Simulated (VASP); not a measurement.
# LiF (Griceite): single point with LDA

The system is LiF (Griceite).

```
F Li
1.0
     0.00000    2.02734    2.02734
     2.02734    0.00000    2.02734
     2.02734    2.02734    0.00000
F Li
1 1
Direct
  0.50000 0.50000 0.50000
  0.00000 0.00000 0.00000
```

```yaml
Program: VASP 6.6.1
Task: single point
Functional: LDA
Potentials_or_basis: VASP PAW LDA potentials, release 64 (F, Li_sv)
Cutoff: 520 eV
k_mesh: 11 × 11 × 11
Occupations: fermi-dirac, width 0.05 eV
Spin: no spin polarisation
Dipole_correction: no
Further_INCAR_settings: ALGO = Normal; EDIFF = 1e-06; NBANDS = 12
```

```json
{"Band gap on the k mesh": "8.66 eV, direct"}
```

Levels at points of the mesh, in eV from the valence-band top:
| k point | band 2 | band 3 | band 4 | band 5 | band 6 | band 7 | band 8 | band 9 |
| --- | --- | --- | --- | --- | --- | --- | --- | --- |
| (0.00, 0.00, 0.00) | -19.51 | 0.00 | 0.00 | 0.00 | 8.66 | 23.20 | 23.20 | 23.20 |

Run time: 9.6 s on 1 thread of Intel(R) Xeon(R) Platinum 8175M CPU @ 2.50GHz (Skylake/Cascade Lake), with other jobs on the host, peak memory 0.12 GiB.

 LDA gaps usually lie below the measured ones, often by a third to a half.
